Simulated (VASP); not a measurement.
ZnAu, 2 atoms in the cell. The structure is cubic, space group Pm-3m (No. 221). The conventional cell has a = 3.185 Å, b = 3.185 Å, c = 3.185 Å, α = 90.00°, β = 90.00°, γ = 90.00°. Within 3.6 Å of Zn (site symmetry m-3m) lie 8 Au at 2.76 Å and 6 Zn at 3.18 Å. Au (site symmetry m-3m) has 8 Zn at 2.76 Å and 6 Au at 3.18 Å within 3.6 Å. 

| Item | Value |
| --- | --- |
| Program | VASP 6.6.1 |
| Task | single point |
| Functional | PBE |
| Potentials or basis | VASP PAW PBE potentials, release 64 (Zn, Au) |
| Cutoff | 500 eV |
| k mesh | 8 × 8 × 8 |
| Occupations | gaussian, width 0.05 eV |
| Spin | no spin polarisation |
| Dipole correction | no |
| Further INCAR settings | ALGO = Normal; EDIFF = 1e-06; NBANDS = 18 |

Potentials or basis: VASP PAW PBE potentials, release 64 (Zn, Au).

Command:

```bash
$ cat potpaw_PBE.64/Zn/POTCAR potpaw_PBE.64/Au/POTCAR > POTCAR
$ mpirun -np 1 vasp_std > vasp.out
```

Hardware: 1 thread of Intel Xeon 8259CL, with other jobs on the host.

Problem. Estimate the wall time of this run.

Solution. Run time: 17 s on 1 thread of Intel Xeon 8259CL, with other jobs on the host, peak memory 0.15 GiB. Counts: scf iterations 11, k points 35.
